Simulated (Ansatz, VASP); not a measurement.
# InP: VASP beside Ansatz

File INCAR:

```
SYSTEM = InP
PREC     = Accurate       ! precision mode
ENCUT    = 520            ! plane-wave cutoff, eV
EDIFF    = 1E-6           ! SCF threshold, eV
ISMEAR   = -1             ! smearing method
SIGMA    = 0.08           ! smearing width, eV
LREAL    = .False.        ! projectors in reciprocal space
LASPH    = .True.         ! aspherical terms in the spheres
NELM     = 100            ! most SCF steps
ALGO     = Normal         ! electronic algorithm
ISIF     = 2              ! what is computed and relaxed
LWAVE    = .False.        ! write WAVECAR
LCHARG   = .True.         ! write CHGCAR
GGA      = PE             ! functional
LELF     = .True.         ! ELF
LVHAR    = .True.       
NBANDS   = 16             ! bands
```

KPOINTS

```
Automatic mesh
0
Gamma
  14 14 14
  0 0 0
```

File POSCAR:

```
InP
1.0
    0.0000000000      2.7889048706      2.7889048706
    2.7889048706      0.0000000000      2.7889048706
    2.7889048706      2.7889048706      0.0000000000
In P
1 1
Direct
    0.0000000000      0.0000000000      0.0000000000
    0.5000000000      0.5000000000      0.5000000000
```

Input for Ansatz:

```yaml
crystal:
  lattice:
    - [0.0, 2.7889048706, 2.7889048706]
    - [2.7889048706, 0.0, 2.7889048706]
    - [2.7889048706, 2.7889048706, 0.0]
  atoms:
    - { symbol: In, position: [0.0, 0.0, 0.0] }
    - { symbol: P, position: [0.5, 0.5, 0.5] }
kpoints:
  mp_grid: { grid: [14, 14, 14] }
scf:
  occupations: { method: fermi_dirac, width: 0.08 }
hamiltonian:
  xc: pbe
  pseudopotentials: { kind: all_electron, lapw: { basis_error: 0.0005 } }
output:
  forces: true
  stress: true
  eigenvalues: true
```

Change from the starting cell: volume scaled by 1.02.

Alike in both runs: task single point; functional PBE; k mesh 14 × 14 × 14; occupations fermi-dirac, width 0.08 eV; no spin polarisation.

```csv
,VASP,Ansatz
version,VASP 6.6.1,Ansatz 0.2.0
potentials or method,"VASP PAW PBE potentials, release 64 (In_d, P), cutoff 520 eV","all-electron LAPW, scalar-relativistic"
```

|  | VASP | Ansatz | Ansatz less VASP |
| --- | --- | --- | --- |
| pressure (GPa) | -1.4 | -1.4 | +0.05 |

Ansatz ran all-electron here, and VASP with PAW potentials.
